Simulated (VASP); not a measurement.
# GaAs (F-43m) in VASP: G0W0 quasiparticle levels with PBEsol

Aim: the G0W0 quasiparticle levels of GaAs with PBEsol.

All numbers are computed with VASP 6.6.1; they aren't measurements. Logs are shortened: lines on timing, memory, paths and dates and some standing lists are left out, and cuts for length are marked.

### Step 1. The cell of the first run

It takes space group F-43m (No. 216, cubic). Conventional cell: a = 5.654 Å, b = 5.654 Å, c = 5.654 Å, α = 90.00°, β = 90.00°, γ = 90.00°. Within 3.2 Å of Ga (site symmetry -43m) lie 4 As at 2.45 Å. As (site symmetry -43m) has 4 Ga at 2.45 Å within 3.2 Å.

### Step 2. G0W0 quasiparticle levels, PBEsol

POSCAR

```
GaAs
1.0
    0.0000000000      2.8268500000      2.8268500000
    2.8268500000      0.0000000000      2.8268500000
    2.8268500000      2.8268500000      0.0000000000
Ga As
1 1
Direct
    0.0000000000      0.0000000000      0.0000000000
    0.2500000000      0.2500000000      0.2500000000
```

INCAR.step1

```
SYSTEM = GaAs
  PREC = Accurate
  ENCUT = 500
  EDIFF = 1E-8
  ISMEAR = 0
  SIGMA = 0.01
  LREAL = .False.
  LASPH = .True.
  NELM = 100
  ALGO = Normal
  LWAVE = .True.
  LCHARG = .False.
  GGA = PS
```

INCAR.step2

```
SYSTEM = GaAs
  PREC = Accurate
  ENCUT = 500
  EDIFF = 1E-8
  ISMEAR = 0
  SIGMA = 0.01
  LREAL = .False.
  LASPH = .True.
  NELM = 1
  ALGO = Exact
  LWAVE = .True.
  LCHARG = .False.
  GGA = PS
  NBANDS = 53
  LOPTICS = .True.
  ISTART = 1
```

INCAR.step3

```
SYSTEM = GaAs
  PREC = Accurate
  ENCUT = 500
  EDIFF = 1E-8
  ISMEAR = 0
  SIGMA = 0.01
  LREAL = .False.
  LASPH = .True.
  ALGO = EVGW0
  LWAVE = .False.
  LCHARG = .False.
  GGA = PS
  NELMGW = 1
  NBANDS = 53
  ENCUTGW = 80.0
  NOMEGA = 48
  PRECFOCK = Fast
  ISTART = 1
  NBANDSGW = 17
```

KPOINTS

```
regular mesh
0
Gamma
  4 4 4
  0 0 0
```

Potentials or basis: VASP PAW PBE potentials, release 64 (Ga_d_GW, As_GW).

Command:

```
> cat potpaw_PBE.64/Ga_d_GW/POTCAR potpaw_PBE.64/As_GW/POTCAR > POTCAR
> cp INCAR.step1 INCAR
> mpirun -np 1 vasp_std > vasp.out
> cp INCAR.step2 INCAR
> mpirun -np 1 vasp_std > vasp.out
> cp INCAR.step3 INCAR
> mpirun -np 1 vasp_std > vasp.out
```

OUTCAR:

```text
SYSTEM = GaAs
   PREC = Accurate
   ENCUT = 500
   EDIFF = 1E-8
   ISMEAR = 0
   LREAL = .False.
   LASPH = .True.
   GGA = PS
   NELMGW = 1
   ENCUTGW = 80.0
   PRECFOCK = Fast
   ISTART = 1

 ion  position               nearest neighbor table
   1  0.000  0.000  0.000-   2 2.45   2 2.45   2 2.45   2 2.45
   2  0.250  0.250  0.250-   1 2.45   1 2.45   1 2.45   1 2.45

  LATTYP: Found a face centered cubic cell.
 ALAT       =     5.6537000000

  Lattice vectors:

 A1 = (   0.0000000000,   2.8268500000,   2.8268500000)
 A2 = (   2.8268500000,   0.0000000000,   2.8268500000)
 A3 = (   2.8268500000,   2.8268500000,   0.0000000000)

Analysis of symmetry for initial positions (statically):
=====================================================================
 Subroutine PRICEL returns:
 Original cell was already a primitive cell.

 Routine SETGRP: Setting up the symmetry group for a
 face centered cubic supercell.

 Subroutine GETGRP returns: Found 24 space group operations
 (whereof 24 operations were pure point group operations)
 out of a pool of 48 trial point group operations.

The static configuration has the point symmetry T_d .

Analysis of symmetry for dynamics (positions and initial velocities):
=====================================================================
 Subroutine PRICEL returns:
 Original cell was already a primitive cell.

 Routine SETGRP: Setting up the symmetry group for a
 face centered cubic supercell.

 Subroutine GETGRP returns: Found 24 space group operations
 (whereof 24 operations were pure point group operations)
 out of a pool of 48 trial point group operations.

The dynamic configuration has the point symmetry T_d .

 Subroutine INISYM returns: Found 24 space group operations
 (whereof 24 operations are pure point group operations),
 and found     1 'primitive' translations

----------------------------------------------------------------------------------------

                                     Primitive cell

  volume of cell :      45.1792

  direct lattice vectors                    reciprocal lattice vectors
[... 46 lines left out ...]
  0.500000  0.000000  0.000000      4.000000
  0.250000  0.250000  0.000000      6.000000
  0.500000  0.250000  0.000000     24.000000
 -0.250000  0.250000  0.000000     12.000000
  0.500000  0.500000  0.000000      3.000000
 -0.250000  0.500000  0.250000      6.000000
   k-points           NKPTS =      8   k-points in BZ     NKDIM =     64   number of bands    NBANDS=     53
   number of dos      NEDOS =    301   number of ions     NIONS =      2
   total plane-waves  NPLWV =  27000
   dimension x,y,z NGX =    30 NGY =   30 NGZ =   30
   dimension x,y,z NGXF=    60 NGYF=   60 NGZF=   60
   ions per type =               1   1
   NGX,Y,Z   is equivalent  to a cutoff of  12.48, 12.48, 12.48 a.u.
   NGXF,Y,Z  is equivalent  to a cutoff of  24.95, 24.95, 24.95 a.u.
 SYSTEM =  GaAs
   PREC   = accura    normal or accurate (medium, high low for compatibility)
   ISTART =      1    job   : 0-new  1-cont  2-samecut
   ICHARG =      0    charge: 1-file 2-atom 10-const
   ISPIN  =      1    spin polarized calculation?
   LNONCOLLINEAR =      F non collinear calculations
   LSORBIT =      F    spin-orbit coupling
   LASPH  =      T    aspherical Exc in radial PAW
   ENCUT  =  500.0 eV  36.75 Ry    6.06 a.u.   7.29  7.29  7.29*2*pi/ulx,y,z
   NELM   =     60;   NELMIN=  2; NELMDL=  0     # of ELM steps
   EDIFF  = 0.1E-07   stopping-criterion for ELM
   LREAL  =      F    real-space projection
   EDIFFG = 0.1E-06   stopping-criterion for IOM
   NSW    =      0    number of steps for IOM
   IBRION =     -1    ionic relax: 0-MD 1-quasi-New 2-CG
   NFREE  =      0    steps in history (QN), initial steepest desc. (CG)
   ISIF   =      0    stress and relaxation
   ISYM   =      3    0-nonsym 1-usesym 2-fastsym
   POTIM  = 0.5000    time-step for ionic-motion
   TEBEG  =    0.0;   TEEND  =   0.0 temperature during run
   PSTRESS=    0.0 pullay stress
   NELECT =      18.0000    total number of electrons
   NUPDOWN=      -1.0000    fix difference up-down
   EMIN   =  10.00;   EMAX   =-10.00  energy-range for DOS
   EFERMI =   0.00;   METHOD = LEGACY
   ISMEAR =     0;   SIGMA  =   0.01  broadening in eV -4-tet -1-fermi 0-gaus
   EFERMI_NEDOS =   21; number of points for ismear=-14 and -15
   IALGO  =     38    algorithm
   IMIX   =      4    mixing-type and parameters
     AMIX     =   0.40;   BMIX     =  1.00
     AMIX_MAG =   1.60;   BMIX_MAG =  1.00
  volume/ion in A,a.u.               =      22.59       152.44
  Fermi-wavevector in a.u.,A,eV,Ry     =   1.204628  2.276417 19.743799  1.451128
  Thomas-Fermi vector in A             =   2.340347
   LORBIT       =      0    0 simple, 1 ext, 2 COOP (PROOUT), +10 PAW based schemes
   GGA     = PS    functional components
   LHFCALC =     T    Hartree Fock is set to
   PRECFOCK=fast      Normal, Fast or Accurate (Low or Medium for compatibility)
   ENCUT4O =  -1.0   cutoff for four orbital integrals eV
   NKREDX  =     1    reduce k-point grid by
   NKREDY  =     1    reduce k-point grid by
   NKREDZ  =     1    reduce k-point grid by
   AEXX    =    1.0000 exact exchange contribution
   HFSCREEN=    0.0000 screening length (either q_TF or 0.3 A-1)
   HFSCREENC=   0.0000 screening length for correlation (either q_TF or 0.3 A-1)
   ENCUTFOCK=  -1.0 apply spherical cutoff to Coloumb kernel
   IVDW    =     0    specifies the selected vdW correction
   LEPSILON=     F    determine dielectric tensor
   LRPA    =     F    only Hartree local field effects (RPA)
   LRPAFORCE           =     F    calculate RPA forces
   ENCUTGW             =  80.0    cutoff for response function in eV
   ENCUTGWSOFT         =  64.0    soft cutoff for Coulomb kernel in GW response function in eV
   ENCUTLF             =  -1.0    cutoff for local field effects
   NELMGW              =     1    number of iterations in solving QP/BSE equation
   NELMHF              =     1    number of iterations in the inner HF iteration
   NKREDLFX            =     1    NKREDLFY  =   1   NKREDLFZ  =   1
 non-spin polarized calculation
 Gauss-broadening in eV      SIGMA  =   0.01
  energy-cutoff  :      500.00
  volume of cell :       45.18
 maximum number of plane-waves:      1174
 NGX is ok and might be reduce to    30
  NGX = 18; NGY = 18; NGZ = 18
   NGX = 15   NGY = 15   NGZ = 15
 maximum number of plane-waves:        80
 NGX is ok and might be reduce to    14

 QP shifts <psi_nk| G(iteration)W_0 |psi_nk>: iteration 1
 for sc-GW calculations column KS-energies equals QP-energies in previous step
 and V_xc(KS)=  KS-energies - (<T + V_ion + V_H > + <T+V_H+V_ion>^1  + <V_x>^1)

 k-point   1 :       0.0000    0.0000    0.0000
  band No.  KS-energies  QP-energies   sigma(KS)   V_xc(KS)     V^pw_x(r,r')   Z            occupation Imag(sigma)

      1     -11.0682     -14.0344     -26.0549     -21.6762     -35.0342       0.6774       2.0000       0.2874
      2     -11.0682     -14.0344     -26.0549     -21.6762     -35.0342       0.6774       2.0000       0.2874
      3     -11.0682     -14.0344     -26.0549     -21.6762     -35.0342       0.6774       2.0000       0.2874
      4     -10.9898     -13.9824     -26.1851     -21.7767     -35.1385       0.6788       2.0000       0.2535
      5     -10.9898     -13.9824     -26.1851     -21.7767     -35.1385       0.6788       2.0000       0.2535
      6      -8.9881      -9.0986     -11.4165     -11.2436     -18.0822       0.6394       2.0000       1.0134
[... 143 lines left out ...]
      3     -11.0237     -14.0111     -26.1474     -21.7514     -35.1282       0.6796       2.0000       0.2794
      4     -11.0007     -13.9914     -26.1613     -21.7573     -35.1176       0.6791       2.0000       0.2565
      5     -10.9856     -13.9798     -26.1843     -21.7808     -35.1454       0.6800       2.0000       0.2532
      6      -6.3946      -6.5349     -12.7546     -12.5507     -18.6007       0.6880       2.0000       0.7535
[... 9 lines left out ...]
     16      16.9469      17.3339      -9.1648      -9.6804      -3.3887       0.7506       0.0000      -0.6828
     17      17.3691      17.8532      -9.4786     -10.1299      -3.5732       0.7433       0.0000      -0.6887
```

OUTCAR.step1:

```text
SYSTEM = GaAs
   PREC = Accurate
   ENCUT = 500
   EDIFF = 1E-8
   ISMEAR = 0
   LREAL = .False.
   LASPH = .True.
[... 330 lines left out ...]
      0.00000      0.00000      0.00000        -0.000000      0.000000      0.000000
      1.41342      1.41342      1.41342         0.000000     -0.000000     -0.000000
 -----------------------------------------------------------------------------------
    total drift:                                0.000004      0.000004      0.000004

  FREE ENERGIE OF THE ION-ELECTRON SYSTEM (eV)
  ---------------------------------------------------
  free  energy   TOTEN  =        -8.9018810534 eV

  energy  without entropy=       -8.9018810534  energy(sigma->0) =       -8.90188105
```

OUTCAR.step2:

```text
SYSTEM = GaAs
   PREC = Accurate
   ENCUT = 500
   EDIFF = 1E-8
[... 730 lines left out ...]
  --------------------------------------------------------------------------------------------------------------
     0.00000   195.02500   195.02500   195.02500     0.00000    -0.00000     0.00000
     0.80846   -45.42860   -45.42860   -45.42860     0.00000    -0.00000     0.00000
     1.61692    39.78282    39.78282    39.78282     0.00000    -0.00000     0.00000
     2.42538   -28.09507   -28.09507   -28.09507    -0.00000     0.00000    -0.00000
     3.23384    15.08747    15.08747    15.08747    -0.00000     0.00000     0.00000
     4.04230     7.25320     7.25320     7.25320     0.00000     0.00000     0.00000
[... 92 lines left out ...]
    79.22916     0.92525     0.92525     0.92525    -0.00000     0.00000    -0.00000
    80.03762     0.92704     0.92704     0.92704    -0.00000     0.00000    -0.00000
```

It took 3.6 min on 1 thread of Intel Xeon 8259CL, shared host; peak memory 0.43 GiB.

Results:

| Quantity | Value |
| --- | --- |
| Quasiparticle gap | 1.39 eV |
| Least direct quasiparticle gap | 1.39 eV |
| Band gap of the starting levels on the mesh | 0.43 eV |
| Least direct gap of the starting levels on the mesh | 0.43 eV |

Caveat: the k points lie up to 0.48 Å⁻¹ apart; bands, screening cutoff and mesh are small and nothing is extrapolated, so the quasiparticle values aren't converged.
